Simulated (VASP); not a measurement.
HfSiO4: density of states with PBE

The system is HfSiO4.

```
Hf Si O
1.0
    -2.91621    2.91621    4.13181
     2.91621   -2.91621    4.13181
     2.91621    2.91621   -4.13181
Hf Si O
1 1 4
Direct
  0.25000 0.75000 0.50000
  0.00000 0.00000 0.00000
  0.65752 0.87858 0.76433
  0.12142 0.88575 0.77895
  0.11425 0.89319 0.23567
  0.10681 0.34248 0.22105
```

```yaml
Program: VASP 6.6.1
Task: density of states
Functional: PBE
Potentials_or_basis: VASP PAW PBE potentials, release 64 (Hf_pv, Si, O)
Cutoff: 520 eV
k_mesh: 6 × 6 × 6
Occupations: gaussian, width 0.02 eV
Spin: no spin polarisation
Dipole_correction: no
k_mesh_for_the_DOS: 9 × 9 × 9
Occupations_for_the_DOS: tetrahedron
Further_INCAR_settings: ALGO = Normal; EDIFF = 1e-06
```

```
Valence electrons inside the program's atomic spheres : Hf 8.67; Si 1.63; O 5.16
```

Levels at points of the mesh, in eV from the valence-band top:
| k point | band 15 | band 16 | band 17 | band 18 | band 19 | band 20 | band 21 | band 22 | band 23 |
| --- | --- | --- | --- | --- | --- | --- | --- | --- | --- |
| (0.00, 0.00, 0.00) | -1.98 | -1.98 | -0.01 | 0.00 | 0.00 | 4.77 | 6.44 | 6.45 | 7.62 |

Wall time 3.6 min on 1 thread of Intel(R) Xeon(R) 6975P-C (Granite Rapids), on a shared host, peak memory 0.53 GiB.

Caveat: spin-orbit coupling is left out, which moves the levels of the heavy elements.
